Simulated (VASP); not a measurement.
# Nb (Fm-3m) in VASP: a series of runs

The runs below take Nb through single point, with r2SCAN, r2SCAN0.

All numbers are computed with VASP 6.6.1; they aren't measurements. Logs are shortened: lines on timing, memory, paths and dates and some standing lists are left out, and cuts for length are marked.

### 1 The cell of the first run

The structure is cubic, space group Fm-3m (No. 225). Conventional cell: a = 4.215 Å, b = 4.215 Å, c = 4.215 Å, α = 90.00°, β = 90.00°, γ = 90.00°. Within 3.9 Å of Nb (site symmetry m-3m) lie 12 Nb at 2.98 Å.

### 2 Single point, r2SCAN

POSCAR

```
Nb
1.0
    0.0000000000      2.1072792316      2.1072792316
    2.1072792316      0.0000000000      2.1072792316
    2.1072792316      2.1072792316      0.0000000000
Nb
1
Direct
    0.0000000000      0.0000000000      0.0000000000
```

INCAR.step1

```
ALGO = Normal ; EDIFF = 1E-4
ENCUT = 520 ; GGA = PE
ISMEAR = -1 ; LASPH = T
LCHARG = F ; LREAL = F
LWAVE = T ; NBANDS = 12
NELM = 60 ; PREC = Accurate
SIGMA = 0.1
```

INCAR.step2

```
ALGO = Normal ; EDIFF = 1E-6
ENCUT = 520 ; ISIF = 2
ISMEAR = -1 ; ISTART = 1
LASPH = T ; LCHARG = T
LELF = T ; LMIXTAU = T
LREAL = F ; LVHAR = T
LWAVE = F ; METAGGA = R2SCAN
NBANDS = 12 ; NELM = 60
PREC = Accurate ; SIGMA = 0.1
```

KPOINTS

```
k-points
0
Gamma
  7 7 7
```

Potentials or basis: VASP PAW PBE potentials, release 64 (Nb_sv).

Launch:

```
> cat potpaw_PBE.64/Nb_sv/POTCAR > POTCAR
> cp INCAR.step1 INCAR
> mpirun -np 1 vasp_std > vasp.out
> cp INCAR.step2 INCAR
> mpirun -np 1 vasp_std > vasp.out
```

OUTCAR:

```text
EDIFF = 1E-6
   ENCUT = 520
   ISIF = 2
   ISMEAR = -1
   ISTART = 1
   LASPH = T
   LREAL = F
   METAGGA = R2SCAN
   NELM = 60
   PREC = Accurate

 ion  position               nearest neighbor table
   1  0.000  0.000  0.000-

  LATTYP: Found a face centered cubic cell.
 ALAT       =     4.2145584632

  Lattice vectors:

 A1 = (   0.0000000000,   2.1072792316,   2.1072792316)
 A2 = (   2.1072792316,   0.0000000000,   2.1072792316)
 A3 = (   2.1072792316,   2.1072792316,   0.0000000000)

Analysis of symmetry for initial positions (statically):
=====================================================================
 Subroutine PRICEL returns:
 Original cell was already a primitive cell.

 Routine SETGRP: Setting up the symmetry group for a
 face centered cubic supercell.

 Subroutine GETGRP returns: Found 48 space group operations
 (whereof 48 operations were pure point group operations)
 out of a pool of 48 trial point group operations.

The static configuration has the point symmetry O_h .

Analysis of symmetry for dynamics (positions and initial velocities):
=====================================================================
 Subroutine PRICEL returns:
 Original cell was already a primitive cell.

 Routine SETGRP: Setting up the symmetry group for a
 face centered cubic supercell.

 Subroutine GETGRP returns: Found 48 space group operations
 (whereof 48 operations were pure point group operations)
 out of a pool of 48 trial point group operations.

The dynamic configuration has the point symmetry O_h .

 Subroutine INISYM returns: Found 48 space group operations
 (whereof 48 operations are pure point group operations),
 and found     1 'primitive' translations

----------------------------------------------------------------------------------------

                                     Primitive cell

  volume of cell :      18.7153

  direct lattice vectors                    reciprocal lattice vectors
     0.000000000  2.107279232  2.107279232    -0.237272779  0.237272779  0.237272779
     2.107279232  0.000000000  2.107279232     0.237272779 -0.237272779  0.237272779
     2.107279232  2.107279232  0.000000000     0.237272779  0.237272779 -0.237272779

  length of vectors
     2.980142869  2.980142869  2.980142869     0.410968509  0.410968509  0.410968509

  position of ions in fractional coordinates (direct lattice)
     0.000000000  0.000000000  0.000000000

  ion indices of the primitive-cell ions
   primitive index   ion index
                 1           1

----------------------------------------------------------------------------------------

 KPOINTS: k-points

Automatic generation of k-mesh.
 Grid dimensions read from file:
 generate k-points for:    7    7    7

 Generating k-lattice:

  Cartesian coordinates                     Fractional coordinates (reciprocal lattice)
    -0.033896111  0.033896111  0.033896111     0.142857143  0.000000000  0.000000000
     0.033896111 -0.033896111  0.033896111     0.000000000  0.142857143  0.000000000
     0.033896111  0.033896111 -0.033896111     0.000000000  0.000000000  0.142857143

  Length of vectors
     0.058709787  0.058709787  0.058709787

  Shift w.r.t. Gamma in fractional coordinates (k-lattice)
     0.000000000  0.000000000  0.000000000

 Subroutine IBZKPT returns following result:
 ===========================================

 Found     20 irreducible k-points:

 Following reciprocal coordinates:
            Coordinates               Weight
  0.000000  0.000000  0.000000      1.000000
  0.142857  0.000000  0.000000      8.000000
  0.285714  0.000000  0.000000      8.000000
  0.428571  0.000000  0.000000      8.000000
  0.142857  0.142857  0.000000      6.000000
  0.285714  0.142857  0.000000     24.000000
[... 12 lines left out ...]
 -0.428571  0.428571  0.142857     24.000000
 -0.285714  0.428571  0.142857     24.000000
   k-points           NKPTS =     20   k-points in BZ     NKDIM =     20   number of bands    NBANDS=     12
   number of dos      NEDOS =    301   number of ions     NIONS =      1
   total plane-waves  NPLWV =  13824
   dimension x,y,z NGX =    24 NGY =   24 NGZ =   24
   dimension x,y,z NGXF=    48 NGYF=   48 NGZF=   48
   ions per type =               1
   NGX,Y,Z   is equivalent  to a cutoff of  13.39, 13.39, 13.39 a.u.
   NGXF,Y,Z  is equivalent  to a cutoff of  26.78, 26.78, 26.78 a.u.
 SYSTEM =  unknown system
   PREC   = accura    normal or accurate (medium, high low for compatibility)
   ISTART =      1    job   : 0-new  1-cont  2-samecut
   ICHARG =      0    charge: 1-file 2-atom 10-const
   ISPIN  =      1    spin polarized calculation?
   LNONCOLLINEAR =      F non collinear calculations
   LSORBIT =      F    spin-orbit coupling
   LASPH  =      T    aspherical Exc in radial PAW
   ENCUT  =  520.0 eV  38.22 Ry    6.18 a.u.   5.54  5.54  5.54*2*pi/ulx,y,z
   NELM   =     60;   NELMIN=  2; NELMDL=  0     # of ELM steps
   EDIFF  = 0.1E-05   stopping-criterion for ELM
   LREAL  =      F    real-space projection
   EDIFFG = 0.1E-04   stopping-criterion for IOM
   NSW    =      0    number of steps for IOM
   IBRION =     -1    ionic relax: 0-MD 1-quasi-New 2-CG
   NFREE  =      0    steps in history (QN), initial steepest desc. (CG)
   ISIF   =      2    stress and relaxation
   ISYM   =      2    0-nonsym 1-usesym 2-fastsym
   POTIM  = 0.5000    time-step for ionic-motion
   TEBEG  =    0.0;   TEEND  =   0.0 temperature during run
   PSTRESS=    0.0 pullay stress
   NELECT =      13.0000    total number of electrons
   NUPDOWN=      -1.0000    fix difference up-down
   EMIN   =  10.00;   EMAX   =-10.00  energy-range for DOS
   EFERMI =   0.00;   METHOD = LEGACY
   ISMEAR =    -1;   SIGMA  =   0.10  broadening in eV -4-tet -1-fermi 0-gaus
   EFERMI_NEDOS =   21; number of points for ismear=-14 and -15
   IALGO  =     38    algorithm
   IMIX   =      4    mixing-type and parameters
     AMIX     =   0.40;   BMIX     =  1.00
     AMIX_MAG =   1.60;   BMIX_MAG =  1.00
  volume/ion in A,a.u.               =      18.72       126.30
  Fermi-wavevector in a.u.,A,eV,Ry     =   1.449853  2.739824 28.600435  2.102073
  Thomas-Fermi vector in A             =   2.567532
   LORBIT       =      0    0 simple, 1 ext, 2 COOP (PROOUT), +10 PAW based schemes
   METAGGA = R2SCAN    functional components
   LHFCALC =     F    Hartree Fock is set to
   AEXX    =    0.0000 exact exchange contribution
   IVDW    =     0    specifies the selected vdW correction
   LEPSILON=     F    determine dielectric tensor
   LRPA    =     F    only Hartree local field effects (RPA)
 non-spin polarized calculation
  energy-cutoff  :      520.00
  volume of cell :       18.72
 maximum number of plane-waves:       531
 NGX is ok and might be reduce to    24
   NGX = 11   NGY = 11   NGZ = 11

 number of electron      13.0000001 magnetization

 Free energy of the ion-electron system (eV)
  ---------------------------------------------------
  ext. energy  EPLUGINS =         0.00000000
  ---------------------------------------------------
  free energy    TOTEN  =       -24.55390711 eV

  energy without entropy =      -24.52148455  energy(sigma->0) =      -24.53769583

 E-fermi :  11.0723     XC(G=0): -13.3951

 val. band max:       11.0162519016   @ k =  -0.4286   0.2857   0.0000
 cond. band min:      11.0760787878   @ k =   0.4286   0.0000   0.0000
 fundamental gap:      0.0598268862
 Fermi energy:        11.0723358609

 k-point     1 :       0.0000    0.0000    0.0000
  band No.  band energies     occupation
      1     -45.6030      2.00000
      2     -20.2333      2.00000
      3     -20.2333      2.00000
      4     -20.2333      2.00000
      5       4.3943      2.00000
      6      11.1480      0.63863
      7      11.1480      0.63862
      8      11.1480      0.63862
      9      13.9835      0.00000
     10      13.9835      0.00000
     11      23.2469      0.00000
     12      28.4999      0.00000

 k-point     2 :       0.1429    0.0000    0.0000
  band No.  band energies     occupation
      1     -45.5633      2.00000
      2     -20.4881      2.00000
      3     -20.2646      2.00000
      4     -20.2646      2.00000
      5       5.1512      2.00000
      6      10.6088      1.98078
      7      11.4512      0.04427
      8      11.4512      0.04427
      9      13.7538      0.00000
     10      13.7538      0.00000
     11      24.6297      0.00000
     12      26.2445      0.00000

 k-point     3 :       0.2857    0.0000    0.0000
  band No.  band energies     occupation
      1     -45.4729      2.00000
      2     -21.0361      2.00000
      3     -20.3342      2.00000
      4     -20.3342      2.00000
      5       6.6059      2.00000
      6      10.3334      1.99877
      7      11.4821      0.03268
      8      11.4821      0.03267
      9      14.2919      0.00000
     10      14.2919      0.00000
     11      23.3364      0.00000
     12      26.7196      0.00000
[... 226 lines left out ...]
 k-point    19 :      -0.4286    0.4286    0.1429
  band No.  band energies     occupation
      1     -45.3296      2.00000
      2     -21.2766      2.00000
      3     -20.8056      2.00000
      4     -20.6592      2.00000
      5       7.6862      2.00000
      6       8.3539      2.00000
      7      11.4699      0.03683
      8      14.3348      0.00000
      9      15.9118      0.00000
     10      18.6917      0.00000
     11      23.0114      0.00000
     12      23.4307      0.00000

 k-point    20 :      -0.2857    0.4286    0.1429
  band No.  band energies     occupation
      1     -45.3233      2.00000
      2     -21.1179      2.00000
      3     -21.0416      2.00000
      4     -20.6389      2.00000
      5       8.2704      2.00000
      6       9.1623      2.00000
      7      10.4013      1.99757
      8      13.2937      0.00000
      9      15.9275      0.00000
     10      20.3470      0.00000
     11      21.6624      0.00000
     12      23.7616      0.00000

------------------------ aborting loop because EDIFF is reached ----------------------------------------

  FORCE on cell =-STRESS in cart. coord.  units (eV):
  Direction    XX          YY          ZZ          XY          YZ          ZX
  --------------------------------------------------------------------------------------
  -------------------------------------------------------------------------------------
  Total       -0.1571081     -0.1571081     -0.1571081      0.0000000      0.0000000      0.0000000
  in kB      -13.4497095    -13.4497095    -13.4497095      0.0000000      0.0000000      0.0000000
  external PRESSURE =     -13.4497095 kB  Pullay stress =       0.0000000 kB

 VOLUME and BASIS-vectors are now :
 -----------------------------------------------------------------------------
  energy-cutoff  :      520.00
  volume of cell :       18.72
      direct lattice vectors                 reciprocal lattice vectors
     0.000000000  2.107279232  2.107279232    -0.237272779  0.237272779  0.237272779
     2.107279232  0.000000000  2.107279232     0.237272779 -0.237272779  0.237272779
     2.107279232  2.107279232  0.000000000     0.237272779  0.237272779 -0.237272779

 POSITION                                       TOTAL-FORCE (eV/Angst)
 -----------------------------------------------------------------------------------
      0.00000      0.00000      0.00000         0.000000      0.000000      0.000000
 -----------------------------------------------------------------------------------
    total drift:                                0.000000      0.000000      0.000000

  FREE ENERGIE OF THE ION-ELECTRON SYSTEM (eV)
  ---------------------------------------------------
  free  energy   TOTEN  =       -24.5539071052 eV

  energy  without entropy=      -24.5214845544  energy(sigma->0) =      -24.53769583
```

Run time: 16 s. Hardware: 1 thread of Intel Xeon Platinum 8559C (Emerald Rapids), shared host; peak memory 0.14 GiB.

What came out:

```
Free energy : -24.5539 eV
Pressure    : -1.3 GPa
```

Caveat: the k points lie up to 0.37 Å⁻¹ apart; the PAW data sets were made with another functional, which shifts forces and pressure a little.

### 3 Single point, r2SCAN0

POSCAR is that of step 2.

INCAR.step1

```
SYSTEM = Nb
ALGO = Normal ; EDIFF = 1E-5
ENCUT = 520 ; GGA = PE
ISIF = 2 ; ISMEAR = -1
LASPH = .True. ; LCHARG = .False.
LREAL = .False. ; LWAVE = .True.
NBANDS = 12 ; NELM = 100
PREC = Accurate ; SIGMA = 0.1
```

INCAR.step2

```
SYSTEM = Nb
AEXX = 0.25 ; ALGO = Normal
EDIFF = 1E-7 ; ENCUT = 520
ISIF = 2 ; ISMEAR = -1
ISTART = 1 ; LASPH = .True.
LCHARG = .False. ; LHFCALC = .True.
LMIXTAU = .True. ; LREAL = .False.
LWAVE = .False. ; METAGGA = R2SCAN
NBANDS = 12 ; NELM = 100
PREC = Accurate ; PRECFOCK = Normal
SIGMA = 0.1
```

KPOINTS

```
k-points
0
Gamma
  7 7 7
  0 0 0
```

Potentials or basis: VASP PAW PBE potentials, release 64 (Nb_sv).

Launch:

```
> cat potpaw_PBE.64/Nb_sv/POTCAR > POTCAR
> cp INCAR.step1 INCAR
> mpirun -np 1 vasp_std > vasp.out
> cp INCAR.step2 INCAR
> mpirun -np 1 vasp_std > vasp.out
```

It took 31 min on 1 thread of Intel Xeon Platinum 8559C (Emerald Rapids), shared host; peak memory 0.16 GiB.

It converged, with:

- Free energy: -23.7685 eV
- Pressure: -4.0 GPa

Levels at points of the mesh, in eV from the Fermi level:
```tsv
k point	band 3	band 4	band 5	band 6	band 7	band 8	band 9	band 10
(0.00, 0.00, 0.00)	-33.90	-33.90	-8.16	0.53	0.53	0.53	3.98	3.98
```

Caveat: the k points lie up to 0.37 Å⁻¹ apart; the PAW data sets were made with another functional, which shifts forces and pressure a little.
